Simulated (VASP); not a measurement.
Set up this calculation in VASP 6.6.1, as the native input.

```yaml
Task: single point
Functional: LDA
Potentials_or_basis: VASP PAW LDA potentials, release 64 (Ir)
Cutoff: 500 eV
k_mesh: 18 × 18 × 18
Occupations: gaussian, width 0.1 eV
Spin: no spin polarisation
Dipole_correction: no
Further_INCAR_settings: ALGO = Normal; EDIFF = 1e-06; NBANDS = 10
```

The structure of Ir lies in POSCAR:

```
Ir
1.0
    0.0000000000      1.9054476273      1.9054476273
    1.9054476273      0.0000000000      1.9054476273
    1.9054476273      1.9054476273      0.0000000000
Ir
1
Direct
    0.0000000000      0.0000000000      0.0000000000
```

One way to write it, as run:

INCAR

```
SYSTEM = Ir
PREC     = Accurate       ! precision mode
ENCUT    = 500            ! plane-wave cutoff, eV
EDIFF    = 1E-6           ! SCF threshold, eV
ISMEAR   = 0              ! smearing method
SIGMA    = 0.1            ! smearing width, eV
LREAL    = .FALSE.        ! projectors in reciprocal space
LASPH    = .TRUE.         ! aspherical terms in the spheres
NELM     = 120            ! most SCF steps
ALGO     = Normal         ! electronic algorithm
ISIF     = 2              ! what is computed and relaxed
LWAVE    = .FALSE.        ! write WAVECAR
LCHARG   = .FALSE.        ! write CHGCAR
GGA      = CA             ! functional
NBANDS   = 10             ! bands
GGA_COMPAT= .FALSE.
```

KPOINTS

```
regular mesh
0
G
  18 18 18
  0 0 0
```

Potentials or basis: VASP PAW LDA potentials, release 64 (Ir).

Command:

```console
$ cat potpaw_LDA.64/Ir/POTCAR > POTCAR
$ mpirun -np 1 vasp_std > vasp.out
```

It gave:

```
Pressure : 2.6 GPa
```

Wall time 24 s on 1 thread of Intel(R) Xeon(R) Platinum 8488C (Sapphire Rapids), with other jobs on the host, peak memory 0.14 GiB.
